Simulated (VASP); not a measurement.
**BN: single point with PBEsol**

The system is BN.

```
B N
1.0
     2.50399    0.00000    0.00000
    -1.25200    2.16852    0.00000
     0.00000    0.00000    6.82773
B N
2 2
Direct
  0.33333 0.66667 0.25000
  0.66667 0.33333 0.75000
  0.33333 0.66667 0.75000
  0.66667 0.33333 0.25000
```

This cell differs from its parent crystal: strain +0.000 along x and y, +0.025 along z.

```json
{"Program": "VASP 6.6.1", "Task": "single point", "Functional": "PBEsol", "Potentials or basis": "VASP PAW PBE potentials, release 64 (B, N)", "Cutoff": "520 eV", "k mesh": "12 × 12 × 4", "Occupations": "gaussian, width 0.05 eV", "Spin": "no spin polarisation", "Dipole correction": "no", "Further INCAR settings": "ALGO = Normal; EDIFF = 1e-07; NBANDS = 16"}
```

```
Pressure               : 0.5 GPa
Band gap on the k mesh : 4.21 eV, indirect (least direct gap 4.59 eV)
```

Stress tensor (GPa, compression positive):
```
0.69 0.00 0.00
0.00 0.69 0.00
0.00 0.00 0.24
```

Levels at points of the mesh, in eV from the valence-band top:
```tsv
k point	band 4	band 5	band 6	band 7	band 8	band 9	band 10	band 11	band 12	band 13
(0.00, 0.00, 0.00)	-4.27	-1.31	-1.31	-1.28	-1.28	4.90	9.84	11.52	11.52	11.62
(0.50, 0.00, 0.00)	-8.86	-4.13	-4.08	-1.38	-0.49	4.21	5.47	9.43	9.91	12.37
(0.00, 0.00, 0.50)	-5.33	-1.29	-1.29	-1.29	-1.29	7.15	7.15	11.57	11.57	11.57
(0.50, 0.00, 0.50)	-8.89	-4.11	-4.11	-0.93	-0.93	4.66	4.66	9.83	9.83	13.23
```

Run time: 17 s on 1 thread of Intel(R) Xeon(R) 6975P-C (Granite Rapids), on a shared host, peak memory 0.15 GiB.

Caveat: the cell differs from its parent crystal (strain +0.000 along x and y, +0.025 along z); the PAW data sets were made with another functional, which shifts forces and pressure a little; this functional lacks dispersion, which binds the layers, so the pressure and a relaxed spacing across them are unreliable. A k mesh can miss the band edges.
